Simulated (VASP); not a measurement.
Write the native input for VASP 6.6.1 that does the following.

* Task: single point
* Functional: BLYP
* Dispersion: D3(BJ)
* Potentials or basis: VASP PAW PBE potentials, release 64 (Zn, S)
* Cutoff: 520 eV
* k mesh: 8 × 8 × 2
* Occupations: fermi-dirac, width 0.05 eV
* Spin: no spin polarisation
* Dipole correction: no
* Further INCAR settings: ALGO = Normal; EDIFF = 1e-06; NBANDS = 66

The structure of ZnS lies in POSCAR:

```
ZnS
1.0
    3.8867640791      0.0000000000      0.0000000000
   -1.9433820395      3.3660364310      0.0000000000
    0.0000000000      0.0000000000     19.0565534549
Zn S
6 6
Direct
    0.3333333333      0.6666666667      0.8333300000
    0.6666666667      0.3333333333      0.3333300000
    0.6666666667      0.3333333333      0.6666700000
    0.3333333333      0.6666666667      0.1666700000
    0.0000000000      0.0000000000      0.5000000000
    0.0000000000      0.0000000000      0.0000000000
    0.3333333333      0.6666666667      0.9583300000
    0.6666666667      0.3333333333      0.4583300000
    0.6666666667      0.3333333333      0.7916700000
    0.3333333333      0.6666666667      0.2916700000
    0.0000000000      0.0000000000      0.6250000000
    0.0000000000      0.0000000000      0.1250000000
```

These files were run (other wordings do the same):

INCAR

```
  AGGAC = 1.0
  AGGAX = 1.0
  ALDAC = 0.0
  ALDAX = 1.0
  ALGO = Normal
  EDIFF = 1E-6
  ENCUT = 520
  GGA = B5
  ISIF = 2
  ISMEAR = -1
  IVDW = 12
  LASPH = T
  LCHARG = T
  LELF = T
  LREAL = F
  LVHAR = T
  LWAVE = F
  NBANDS = 66
  NELM = 80
  PREC = Accurate
  SIGMA = 0.05
  VDW_A1 = 0.4298
  VDW_A2 = 4.2359
  VDW_S6 = 1.0
  VDW_S8 = 2.6996
```

KPOINTS

```
k-points
0
Gamma
  8 8 2
```

Potentials or basis: VASP PAW PBE potentials, release 64 (Zn, S).

Run with:

```sh
$ cat potpaw_PBE.64/Zn/POTCAR potpaw_PBE.64/S/POTCAR > POTCAR
$ mpirun -np 1 vasp_std > vasp.out
```

Results of the run:

```json
{
  "Pressure": "-4.0 GPa",
  "Largest force": "0.038 eV/Å",
  "Band gap on the k mesh": "1.91 eV",
  "Dispersion energy per atom": "-0.628 eV"
}
```

Caveat: the cell stands under tension; the PAW data sets were made with another functional, which shifts forces and pressure a little.

It took 18 min on 1 thread of Oxide Virtual Turin-like Processor, on a shared host, peak memory 0.47 GiB.
